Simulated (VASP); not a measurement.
Runs of VASP 6.6.1 on La. The structure is that of space group Fm-3m (No. 225), or close to it. The cells are those of the table. 

```csv
cell,gap on the mesh (eV),pressure (GPa)
"a = 3.751 Å, angles 60.0°, 1 atom",none,-0.1
"a = 3.636 Å, angles 60.0°, 1 atom",none,2.4
"a = 3.788 Å, angles 60.0°, 1 atom",none,-0.7
"a = 3.714 Å, angles 60.0°, 1 atom",none,(a)
```

Alike in all rows: task single point; level r2SCAN; potentials or basis VASP PAW PBE potentials, release 64 (La); no spin polarisation; k mesh 11 × 11 × 11; cutoff (eV) 520; smearing fermi-dirac 0.1 eV.

Q: Fill in the values left out.

A: (a) 0.7.

Caveats: the PAW data sets were made with another functional, which shifts forces and pressure a little; spin-orbit coupling is left out, which moves the levels of the heavy elements.

A k mesh can miss the band edges, and the runs leave out spin-orbit coupling on La.

A gap of «none» marks levels without a gap at the run's occupations.
